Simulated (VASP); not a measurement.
The system is SrAlO.

```
Sr Al O
1.0
     3.72390    0.00000    0.00000
     0.00000    3.72390    0.00000
     0.00000    0.00000    6.73305
Sr Al O
2 2 2
Direct
  0.50000 0.00000 0.62849
  0.00000 0.50000 0.37151
  0.50000 0.00000 0.18540
  0.00000 0.50000 0.81461
  0.50000 0.50000 0.00000
  0.00000 0.00000 0.00000
```

The cell was built from a structure type or drawn by symmetry, and may not be a known phase.

```yaml
Program: VASP 6.6.1
Task: relaxation of cell and atoms
Functional: PBE
Potentials_or_basis: VASP PAW PBE potentials, release 64 (Sr_sv, Al, O)
Cutoff: 600 eV
k_mesh: 6 × 6 × 4
Occupations: gaussian, width 0.1 eV
Spin: no spin polarisation
```

At the start: pressure 11.3 GPa; volume 15.56 Å³/atom.

Question: How do energy, volume and symmetry change on relaxing?

Answer: Over 22 steps the energy falls by 791.9 meV/atom and the volume is 20.98 Å³/atom (+34.8 %); space group P4/nmm (No. 129, to 0.1 Å) before and after.

The path:
| step | energy change (eV) | largest force (eV/Å) | pressure (GPa) | volume (Å³) |
| --- | --- | --- | --- | --- |
| 1 | 0.0000 | 6.0612 | 11.33 | 93.37 |
| 2 | -2.6489 | 0.9664 | -0.62 | 108.76 |
| 3 | -2.6610 | 0.7355 | -0.97 | 109.91 |
| 4 | -2.9331 | 0.4992 | 0.22 | 108.98 |
| 5 | -3.1859 | 0.3593 | 4.17 | 106.96 |
| 6 | -3.1376 | 1.1826 | 17.25 | 101.51 |
| 7 | -3.2612 | 0.5923 | 11.16 | 104.08 |
| 8 | -3.3847 | 0.5551 | 10.94 | 105.11 |
| 9 | -3.7487 | 0.5553 | 10.10 | 108.11 |
| 10 | -4.2476 | 1.1202 | 8.86 | 113.68 |
| 11 | -3.4518 | 3.3878 | 8.21 | 123.16 |
| 12 | -4.2368 | 1.8821 | 8.80 | 116.48 |
| 13 | -4.5105 | 1.2873 | 4.71 | 121.29 |
| 14 | -4.6663 | 0.4570 | -1.37 | 130.26 |
| 15 | -4.6693 | 0.4819 | -0.71 | 129.16 |
| 16 | -4.6833 | 0.4595 | -0.60 | 128.70 |
| 17 | -4.7149 | 0.3887 | -0.26 | 127.31 |
| 18 | -4.7267 | 0.4064 | 0.51 | 124.56 |
| 19 | -4.7307 | 0.2861 | 0.23 | 125.49 |
| 20 | -4.7418 | 0.1993 | 0.18 | 125.53 |
| 21 | -4.7505 | 0.0315 | 0.10 | 125.60 |
| 22 | -4.7512 | 0.0273 | -0.02 | 125.87 |

Final structure:
```
Sr Al O
1.0
     3.62724    0.00000    0.00000
     0.00000    3.62724    0.00000
     0.00000    0.00000    9.56649
Sr Al O
2 2 2
Direct
  0.50000 0.00000 0.66753
  0.00000 0.50000 0.33247
  0.50000 0.00000 0.08546
  0.00000 0.50000 0.91454
  0.50000 0.50000 0.00000
  0.00000 0.00000 0.00000
```

Caveat: the volume moved by over 15 % at a fixed basis, so the end points are rough.
